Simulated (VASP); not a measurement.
Input of a VASP 6.6.1 run:

Contents of INCAR:

```
SYSTEM = Si
ALGO = Normal
DIPOL = 0.5 0.5 0.500
EDIFF = 1E-7
EFIELD = -0.1
ENCUT = 520
GGA = PE
IDIPOL = 3
ISIF = 2
ISMEAR = -1
LASPH = .TRUE.
LCHARG = .FALSE.
LDIPOL = .TRUE.
LREAL = .FALSE.
LWAVE = .FALSE.
NBANDS = 21
NELM = 80
PREC = Accurate
SIGMA = 0.02
```

Contents of KPOINTS:

```
k-points
0
G
  8 6 1
  0 0 0
```

POSCAR

```
Si
1.0
    3.8685410222      0.0000000000      0.0000000000
    0.0000000000      5.4709431802      0.0000000000
    0.0000000000      0.0000000000     19.8685000000
Si
6
Direct
    0.7500000000      0.1155783311      0.4082130297
    0.2500000000      0.8844216689      0.4082130297
    0.2500000000      0.6198304794      0.4999999970
    0.7500000000      0.3801695206      0.4999999970
    0.7500000000      0.1155783125      0.5917869733
    0.2500000000      0.8844216875      0.5917869733
```

Potentials or basis: VASP PAW PBE potentials, release 64 (Si).

Run with:

```console
$ cat potpaw_PBE.64/Si/POTCAR > POTCAR
$ mpirun -np 1 vasp_std > vasp.out
```

Task: Predict the largest force.

Result: 0.006 eV/Å.

Task: Estimate the band gap on the k mesh.

Result: Zero (band 12 reaches -1.73 eV, above the bottom of band 13 at -1.89 eV).

Forces in eV/Å, atoms in the order of the input:
```
Si   0.000  0.003  0.004
Si   0.000 -0.003  0.004
Si   0.000 -0.001  0.001
Si   0.000  0.001  0.001
Si   0.000 -0.003 -0.005
Si   0.000  0.003 -0.005
```
